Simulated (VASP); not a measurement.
Runs of VASP 6.6.1 on SiW2. The structure is that of space group P4/nmm (No. 129), or close to it. The cells are those of the table. 

```tsv
task	cell	k mesh	cutoff (eV)	gap on the mesh (eV)	pressure (GPa)	largest force (eV/Å)
single point	a = 3.691, b = 3.691, c = 6.761 Å, 6 atoms	10 × 10 × 6	520	none	0.3	0.01
single point	a = 3.437, b = 3.437, c = 7.054 Å, 6 atoms	6 × 6 × 4	520	none	32.7	1.35
single point	a = 3.695, b = 3.695, c = 6.753 Å, 6 atoms	6 × 6 × 4	520	none	(b)	(a)
relaxation of cell and atoms	relaxed from a = 3.437, b = 3.437, c = 7.054 Å, 6 atoms	6 × 6 × 4	600	none	-0.2	0.02
```

Alike in all rows: level PBE; potentials or basis VASP PAW PBE potentials, release 64 (Si, W_sv); no spin polarisation; smearing gaussian 0.1 eV.

**Question.** Fill in the values left out.

**Answer.** (a) 0.05; (b) 0.4.

Caveats: spin-orbit coupling is left out, which moves the levels of the heavy elements; forces of over 1 eV/Å act on the atoms, so gaps and moduli don't describe the material at rest (some runs).

A k mesh can miss the band edges, and the runs leave out spin-orbit coupling on W.

A gap of «none» marks levels without a gap at the run's occupations.
